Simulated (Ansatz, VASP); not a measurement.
# TaC3: VASP beside Ansatz

```xyz
8
Lattice="4.4966 0.0000 0.0000 -2.2483 3.8941 0.0000 0.0000 0.0000 4.4887" Properties=species:S:1:pos:R:3 pbc="T T T"
Ta    0.0000    2.5961    1.1222
Ta    2.2483    1.2980    3.3666
C     2.2483    2.1726    1.1222
C    -0.7574    3.0334    3.3666
C     1.4909    0.8608    1.1222
C     0.0000    1.7215    3.3666
C     3.0057    0.8608    1.1222
C     0.7574    3.0334    3.3666
```

Alike in both runs: functional PBE; k mesh 12 × 12 × 8; occupations gaussian, width 0.1 eV; no spin polarisation.

Ansatz relaxed the structure, and its values are those at the end. VASP's run is a single point on that final structure, the one shown.

|  | VASP | Ansatz |
| --- | --- | --- |
| version | VASP 6.6.1 | Ansatz 0.2.0 |
| potentials or method | VASP PAW PBE potentials, release 64 (Ta_pv, C), cutoff 520 eV | scalar-relativistic, plane waves, PAW |
| valence electrons in the cell | 46 | 50 |

```tsv
	VASP	Ansatz	Ansatz less VASP
gap on the k mesh at the Fermi level (eV)	none	none	-
pressure (GPa)	0.9	0.0	-0.89
rms of the force components (eV/Å)	0.058	0.002	-0.0561
```

A gap of «none» marks a metal or a gap that the smearing closes. VASP's potentials hold 46 valence electrons a cell and Ansatz's 50, so a difference there can come from the potentials and not from the codes.

Neither program's run includes spin-orbit coupling.
